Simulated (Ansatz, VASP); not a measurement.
**SiC in VASP and in Ansatz**

POSCAR

```
SiC
1.0
    0.0000000000      2.2207674600      2.2207674600
    2.2207674600      0.0000000000      2.2207674600
    2.2207674600      2.2207674600      0.0000000000
Si C
1 1
Direct
    0.2500000000      0.2500000000      0.2500000000
    0.0000000000      0.0000000000      0.0000000000
```

INCAR.step1

```
SYSTEM = SiC
PREC = Accurate
ENCUT = 660
ISMEAR = 0
SIGMA = 0.01
LREAL = .FALSE.
LASPH = .TRUE.
NELM = 120
NBANDS = 11
GGA = PE
ALGO = Normal
EDIFF = 1E-5
LWAVE = .TRUE.
LCHARG = .FALSE.
GGA_COMPAT = .FALSE.
```

Contents of INCAR.step2:

```
SYSTEM = SiC
PREC = Accurate
ENCUT = 660
EDIFF = 1E-6
ISMEAR = 0
SIGMA = 0.01
LREAL = .FALSE.
LASPH = .TRUE.
NELM = 120
ALGO = Normal
ISIF = 2
LWAVE = .FALSE.
LCHARG = .TRUE.
METAGGA = R2SCAN
LMIXTAU = .TRUE.
LELF = .TRUE.
LVHAR = .TRUE.
NBANDS = 11
ISTART = 1
GGA_COMPAT = .FALSE.
```

KPOINTS

```
regular mesh
0
G
  8 8 8
  0 0 0
```

Input for Ansatz:

```yaml
crystal:
  lattice:
    - [0.0, 2.22076746, 2.22076746]
    - [2.22076746, 0.0, 2.22076746]
    - [2.22076746, 2.22076746, 0.0]
  atoms:
    - { symbol: Si, position: [0.25, 0.25, 0.25] }
    - { symbol: C, position: [0.0, 0.0, 0.0] }
kpoints:
  mp_grid: { grid: [8, 8, 8] }
hamiltonian:
  xc: r2scan
scf:
  occupations: { method: fixed }
  n_extra_bands: 4
output:
  forces: true
  stress: true
  eigenvalues: true
```

Alike in both runs: task single point; functional r2SCAN; k mesh 8 × 8 × 8; no spin polarisation.

|  | VASP | Ansatz |
| --- | --- | --- |
| version | VASP 6.6.1 | Ansatz 0.2.0 |
| potentials or method | VASP PAW PBE potentials, release 64 (Si, C) | plane waves, PAW |
| plane-wave cutoff (eV) | 660 | 500 |
| occupations | gaussian, width 0.01 eV | fixed |
| valence electrons in the cell | 8 | 8 |

```csv
,VASP,Ansatz,Ansatz less VASP
gap on the k mesh at the Fermi level (eV),1.76,1.75,-0.012
pressure (GPa),-12.1,-11.8,+0.33
```

VASP's potentials were made for PBE, not for r2SCAN.
